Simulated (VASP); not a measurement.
# WC (P-6m2) in VASP: single point with revPBE

Aim: the single point of WC with revPBE.

Everything below comes from runs of VASP 6.6.1. Logs are shortened: lines on timing, memory, paths and dates and some standing lists are left out, and cuts for length are marked.

## (1) The cell of the first run

It takes space group P-6m2 (No. 187, hexagonal). The conventional cell has a = 2.907 Å, b = 2.907 Å, c = 2.837 Å, α = 90.00°, β = 90.00°, γ = 120.00°. Within 3.0 Å of W (site symmetry -6m2) lie 6 C at 2.20 Å and 8 W at 2.84 to 2.91 Å. C (site symmetry -6m2) has 6 W at 2.20 Å and 8 C at 2.84 to 2.91 Å within 3.0 Å.

## (2) Single point, revPBE, collinear spin, zero start

Input file INCAR:

```
SYSTEM = WC
PREC = Accurate
ENCUT = 700
EDIFF = 1E-6
ISMEAR = 0
SIGMA = 0.02
LREAL = .False.
LASPH = .True.
NELM = 200
ALGO = Normal
ISIF = 2
LWAVE = .False.
LCHARG = .False.
ISPIN = 2
MAGMOM = 0 0
LORBIT = 11
LMAXMIX = 4
GGA = RE
NBANDS = 20
ISYM = -1
GGA_COMPAT = .False.
```

Input file KPOINTS:

```
explicit points
147
Reciprocal
  0.07142857   0.07142857   0.08333333 2
  0.07142857   0.07142857   0.25000000 2
  0.07142857   0.07142857   0.41666667 2
  0.07142857   0.07142857   0.58333333 2
  0.07142857   0.07142857   0.75000000 2
  0.07142857   0.07142857   0.91666667 2
[... 139 lines left out ...]
  0.50000000   0.50000000   0.25000000 2
  0.50000000   0.50000000   0.41666667 2
```

Input file POSCAR:

```
WC
1.0
    2.9065000000      0.0000000000      0.0000000000
   -1.4532500000      2.5171028361      0.0000000000
    0.0000000000      0.0000000000      2.8366000000
W C
1 1
Direct
    0.0000000000      0.0000000000      0.0000000000
    0.6666670000      0.3333330000      0.5000000000
```

Potentials or basis: VASP PAW PBE potentials, release 64 (W_sv, C).

Command:

```bash
$ cat potpaw_PBE.64/W_sv/POTCAR potpaw_PBE.64/C/POTCAR > POTCAR
$ mpirun -np 1 vasp_std > vasp.out
```

OUTCAR:

```text
SYSTEM = WC
   PREC = Accurate
   ENCUT = 700
   EDIFF = 1E-6
   ISMEAR = 0
   LREAL = .False.
   LASPH = .True.
   NELM = 200
   ISIF = 2
   ISPIN = 2
   LORBIT = 11
   GGA = RE
   ISYM = -1

 ion  position               nearest neighbor table
   1  0.000  0.000  0.000-   2 2.20   2 2.20   2 2.20   2 2.20   2 2.20   2 2.20
   2  0.667  0.333  0.500-   1 2.20   1 2.20   1 2.20   1 2.20   1 2.20   1 2.20

IMPORTANT INFORMATION: All symmetrisations will be switched off!
NOSYMM: (Re-)initialisation of all symmetry stuff for point group C_1.

----------------------------------------------------------------------------------------

                                     Primitive cell

  volume of cell :      20.7525

  direct lattice vectors                    reciprocal lattice vectors
     2.906500000  0.000000000  0.000000000     0.344056425  0.198641070  0.000000000
    -1.453250000  2.517102836  0.000000000     0.000000000  0.397282139  0.000000000
     0.000000000  0.000000000  2.836600000     0.000000000  0.000000000  0.352534725

  length of vectors
     2.906500000  2.906500000  2.836600000     0.397282139  0.397282139  0.352534725

  position of ions in fractional coordinates (direct lattice)
     0.000000000  0.000000000  0.000000000
     0.666667000  0.333333000  0.500000000

  ion indices of the primitive-cell ions
   primitive index   ion index
                 1           1
                 2           2

----------------------------------------------------------------------------------------

 KPOINTS: explicit points

Read explicit list of k-points.

 Found    147 k-points:

 Following reciprocal coordinates:
            Coordinates               Weight
  0.071429  0.071429  0.083333      0.006803
  0.071429  0.071429  0.250000      0.006803
  0.071429  0.071429  0.416667      0.006803
  0.071429  0.071429  0.583333      0.006803
  0.071429  0.071429  0.750000      0.006803
  0.071429  0.071429  0.916667      0.006803
[... 16 lines left out ...]
  0.071429  0.500000  0.750000      0.006803
  0.071429  0.500000  0.916667      0.006803
 [... further k-points ...]
   k-points           NKPTS =    147   k-points in BZ     NKDIM =    147   number of bands    NBANDS=     20
   number of dos      NEDOS =    301   number of ions     NIONS =      2
   total plane-waves  NPLWV =  18816
   dimension x,y,z NGX =    28 NGY =   28 NGZ =   24
   dimension x,y,z NGXF=    56 NGYF=   56 NGZF=   48
   ions per type =               1   1
   NGX,Y,Z   is equivalent  to a cutoff of  16.02, 16.02, 14.07 a.u.
   NGXF,Y,Z  is equivalent  to a cutoff of  32.03, 32.03, 28.13 a.u.
 SYSTEM =  WC
   PREC   = accura    normal or accurate (medium, high low for compatibility)
   ISTART =      0    job   : 0-new  1-cont  2-samecut
   ICHARG =      2    charge: 1-file 2-atom 10-const
   ISPIN  =      2    spin polarized calculation?
   LNONCOLLINEAR =      F non collinear calculations
   LSORBIT =      F    spin-orbit coupling
   LASPH  =      T    aspherical Exc in radial PAW
   ENCUT  =  700.0 eV  51.45 Ry    7.17 a.u.   6.27  6.27  6.12*2*pi/ulx,y,z
   NELM   =    200;   NELMIN=  2; NELMDL= -5     # of ELM steps
   EDIFF  = 0.1E-05   stopping-criterion for ELM
   LREAL  =      F    real-space projection
   EDIFFG = 0.1E-04   stopping-criterion for IOM
   NSW    =      0    number of steps for IOM
   IBRION =     -1    ionic relax: 0-MD 1-quasi-New 2-CG
   NFREE  =      0    steps in history (QN), initial steepest desc. (CG)
   ISIF   =      2    stress and relaxation
   ISYM   =     -1    0-nonsym 1-usesym 2-fastsym
   POTIM  = 0.5000    time-step for ionic-motion
   TEBEG  =    0.0;   TEEND  =   0.0 temperature during run
   PSTRESS=    0.0 pullay stress
   NELECT =      18.0000    total number of electrons
   NUPDOWN=      -1.0000    fix difference up-down
   EMIN   =  10.00;   EMAX   =-10.00  energy-range for DOS
   EFERMI =   0.00;   METHOD = LEGACY
   ISMEAR =     0;   SIGMA  =   0.02  broadening in eV -4-tet -1-fermi 0-gaus
   EFERMI_NEDOS =   21; number of points for ismear=-14 and -15
   IALGO  =     38    algorithm
   IMIX   =      4    mixing-type and parameters
     AMIX     =   0.40;   BMIX     =  1.00
     AMIX_MAG =   1.60;   BMIX_MAG =  1.00
  volume/ion in A,a.u.               =      10.38        70.02
  Fermi-wavevector in a.u.,A,eV,Ry     =   1.561262  2.950358 33.164744  2.437540
  Thomas-Fermi vector in A             =   2.664353
   LORBIT       =     11    0 simple, 1 ext, 2 COOP (PROOUT), +10 PAW based schemes
   GGA     = RE    functional components
   LHFCALC =     F    Hartree Fock is set to
   AEXX    =    0.0000 exact exchange contribution
   IVDW    =     0    specifies the selected vdW correction
   LEPSILON=     F    determine dielectric tensor
   LRPA    =     F    only Hartree local field effects (RPA)
 spin polarized calculation
 Gauss-broadening in eV      SIGMA  =   0.02
  energy-cutoff  :      700.00
  volume of cell :       20.75
 maximum number of plane-waves:       882
 NGX is ok and might be reduce to    28
   NGX = 13   NGY = 13   NGZ = 13

 number of electron      18.0000001 magnetization       0.0000055

 number of electron      18.0000001 magnetization      -0.0000128

 Free energy of the ion-electron system (eV)
  ---------------------------------------------------
  ext. energy  EPLUGINS =         0.00000000
  ---------------------------------------------------
  free energy    TOTEN  =       -21.58714636 eV

  energy without entropy =      -21.58690167  energy(sigma->0) =      -21.58702401

 E-fermi :  11.0287     XC(G=0): -13.7651

 val. band max:       11.0191414741   @ k =   0.0714   0.5000   0.5833
 cond. band min:      11.0828572644   @ k =   0.0714   0.0714   0.5833
 fundamental gap:      0.0637157902
 Fermi energy:        11.0286732759

 spin component 1

 k-point     1 :       0.0714    0.0714    0.0833
  band No.  band energies     occupation
      1     -62.8645      1.00000
      2     -26.8836      1.00000
      3     -26.8704      1.00000
      4     -26.7801      1.00000
      5      -2.7838      1.00000
      6       6.8226      1.00000
[... 12 lines left out ...]
     19      35.8625      0.00000
     20      37.0954      0.00000

 k-point     2 :       0.0714    0.0714    0.2500
  band No.  band energies     occupation
      1     -62.8470      1.00000
      2     -27.2031      1.00000
      3     -26.8425      1.00000
      4     -26.7503      1.00000
      5      -1.6317      1.00000
      6       5.6851      1.00000
[... 12 lines left out ...]
     19      34.8994      0.00000
     20      38.1199      0.00000

 k-point     3 :       0.0714    0.0714    0.4167
  band No.  band energies     occupation
      1     -62.8294      1.00000
      2     -27.5119      1.00000
      3     -26.8105      1.00000
      4     -26.7202      1.00000
      5       0.0782      1.00000
      6       3.5158      1.00000
[... 12 lines left out ...]
     19      35.1223      0.00000
     20      36.9983      0.00000

 k-point     4 :       0.0714    0.0714    0.5833
  band No.  band energies     occupation
      1     -62.8294      1.00000
      2     -27.5119      1.00000
      3     -26.8105      1.00000
      4     -26.7202      1.00000
      5       0.0782      1.00000
      6       3.5158      1.00000
[... 429 lines left out ...]
 k-point    23 :       0.0714    0.5000    0.7500
  band No.  band energies     occupation
      1     -62.7977      1.00000
      2     -27.4919      1.00000
      3     -27.0799      1.00000
      4     -26.9303      1.00000
      5       0.1366      1.00000
      6       4.0940      1.00000
[... 12 lines left out ...]
     19      36.2125      0.00000
     20      37.1321      0.00000

 k-point    24 :       0.0714    0.5000    0.9167
  band No.  band energies     occupation
      1     -62.8147      1.00000
      2     -27.5400      1.00000
      3     -26.9650      1.00000
      4     -26.7795      1.00000
      5       0.0559      1.00000
      6       4.1606      1.00000
[... 12 lines left out ...]
     19      35.9173      0.00000
     20      38.1461      0.00000

 [... further k-points ...]

 spin component 2

 k-point     1 :       0.0714    0.0714    0.0833
  band No.  band energies     occupation
      1     -62.8645      1.00000
      2     -26.8836      1.00000
      3     -26.8704      1.00000
      4     -26.7801      1.00000
      5      -2.7839      1.00000
      6       6.8226      1.00000
[... 12 lines left out ...]
     19      35.8625      0.00000
     20      37.0954      0.00000

 k-point     2 :       0.0714    0.0714    0.2500
  band No.  band energies     occupation
      1     -62.8470      1.00000
      2     -27.2031      1.00000
      3     -26.8425      1.00000
      4     -26.7503      1.00000
      5      -1.6318      1.00000
      6       5.6851      1.00000
[... 12 lines left out ...]
     19      34.8994      0.00000
     20      38.1199      0.00000

 k-point     3 :       0.0714    0.0714    0.4167
  band No.  band energies     occupation
      1     -62.8295      1.00000
      2     -27.5119      1.00000
      3     -26.8105      1.00000
      4     -26.7202      1.00000
      5       0.0782      1.00000
      6       3.5158      1.00000
[... 12 lines left out ...]
     19      35.1223      0.00000
     20      36.9983      0.00000

 k-point     4 :       0.0714    0.0714    0.5833
  band No.  band energies     occupation
      1     -62.8295      1.00000
      2     -27.5119      1.00000
      3     -26.8105      1.00000
      4     -26.7202      1.00000
      5       0.0782      1.00000
      6       3.5158      1.00000
[... 429 lines left out ...]
 k-point    23 :       0.0714    0.5000    0.7500
  band No.  band energies     occupation
      1     -62.7977      1.00000
      2     -27.4919      1.00000
      3     -27.0799      1.00000
      4     -26.9303      1.00000
      5       0.1366      1.00000
      6       4.0940      1.00000
[... 12 lines left out ...]
     19      36.2125      0.00000
     20      37.1321      0.00000

 k-point    24 :       0.0714    0.5000    0.9167
  band No.  band energies     occupation
      1     -62.8147      1.00000
      2     -27.5400      1.00000
      3     -26.9650      1.00000
      4     -26.7795      1.00000
      5       0.0559      1.00000
      6       4.1605      1.00000
[... 12 lines left out ...]
     19      35.9173      0.00000
     20      38.1461      0.00000

 [... further k-points ...]

------------------------ aborting loop because EDIFF is reached ----------------------------------------

  FORCE on cell =-STRESS in cart. coord.  units (eV):
  Direction    XX          YY          ZZ          XY          YZ          ZX
  --------------------------------------------------------------------------------------
  -------------------------------------------------------------------------------------
  Total        1.0911952      1.2343746      1.3338440      0.1240014     -0.0000029     -0.0000004
  in kB       84.2449031     95.2989604    102.9784200      9.5734326     -0.0002253     -0.0000297
  external PRESSURE =      94.1740945 kB  Pullay stress =       0.0000000 kB

 VOLUME and BASIS-vectors are now :
 -----------------------------------------------------------------------------
  energy-cutoff  :      700.00
  volume of cell :       20.75
      direct lattice vectors                 reciprocal lattice vectors
     2.906500000  0.000000000  0.000000000     0.344056425  0.198641070  0.000000000
    -1.453250000  2.517102836  0.000000000     0.000000000  0.397282139  0.000000000
     0.000000000  0.000000000  2.836600000     0.000000000  0.000000000  0.352534725

 POSITION                                       TOTAL-FORCE (eV/Angst)
 -----------------------------------------------------------------------------------
      0.00000      0.00000      0.00000        -0.002648      0.001526      0.000002
      1.45325      0.83903      1.41830         0.002648     -0.001526     -0.000002
 -----------------------------------------------------------------------------------
    total drift:                               -0.000010      0.000007     -0.000004

  FREE ENERGIE OF THE ION-ELECTRON SYSTEM (eV)
  ---------------------------------------------------
  free  energy   TOTEN  =       -21.5871463569 eV

  energy  without entropy=      -21.5869016671  energy(sigma->0) =      -21.58702401

 total charge

# of ion       s       p       d       tot
------------------------------------------
    1        2.348   6.423   3.402  12.173
    2        0.859   1.574   0.000   2.432
--------------------------------------------------
tot          3.206   7.997   3.402  14.605

 magnetization (x)

# of ion       s       p       d       tot
------------------------------------------
    1       -0.000  -0.000   0.000  -0.000
    2        0.000  -0.000   0.000   0.000
--------------------------------------------------
tot          0.000  -0.000   0.000   0.000
```

Wall time 67 s (1 thread of AMD EPYC 9R45 (Zen 5), shared host); peak memory 0.24 GiB.

What came out:

* Free energy: -21.5871 eV
* Pressure: 9.4 GPa
* Largest force: 0.003 eV/Å
* Band gap on the k mesh: zero (filled and empty bands overlap)
* Net moment: 0.00 μB per cell
* Valence electrons inside the program's atomic spheres: W 12.17; C 2.43

Forces in eV/Å, atoms in the order of the input:
```
W   -0.003  0.002  0.000
C    0.003 -0.002  0.000
```

Stress tensor (GPa, compression positive):
```
 8.42  0.96  0.00
 0.96  9.53  0.00
 0.00  0.00 10.30
```

Caveat: the cell stands under pressure; the PAW data sets were made with another functional, which shifts forces and pressure a little; spin-orbit coupling is left out, which moves the levels of the heavy elements.

The gap in the log of VASP goes by the Fermi energy; the results here count the filled bands.